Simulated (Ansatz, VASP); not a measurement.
Two plane-wave programs on Hf

```
Hf
1.0
     3.19670    0.00000    0.00000
    -1.59835    2.76842    0.00000
     0.00000    0.00000    5.05780
Hf
2
Cartesian
  1.5984 0.9228 3.7934
  0.0000 1.8456 1.2645
```

Alike in both runs: task relaxation of cell and atoms; functional PBEsol; dispersion D3(BJ); k mesh 10 × 10 × 5; occupations fermi-dirac, width 0.05 eV; no spin polarisation.

|  | VASP | Ansatz |
| --- | --- | --- |
| version | VASP 6.6.1 | Ansatz 0.2.0 |
| potentials or method | VASP PAW PBE potentials, release 64 (Hf_pv) | Ansatz PAW |
| plane-wave cutoff (eV) | 600 | 420 |
| valence electrons in the cell | 20 | 52 |

```tsv
	VASP	Ansatz	Ansatz less VASP
gap on the k mesh at the Fermi level, each at its own relaxed structure (eV)	none	none	-
relaxed volume (Å³/atom)	20.78	20.82	+0.040
relaxed cell length with the largest relative difference (Å)	4.932	4.938	+0.0059
```

VASP's potentials were made for PBE, not for PBEsol. A gap of «none» marks a metal or a gap that the smearing closes. VASP's potentials hold 20 valence electrons a cell and Ansatz's 52, so a difference there can come from the potentials and not from the codes.

Neither program's run includes spin-orbit coupling. Noted on Ansatz's run: the plane-wave basis is chosen anew once the cell has moved, so the energies of steps on either side of that aren't comparable.
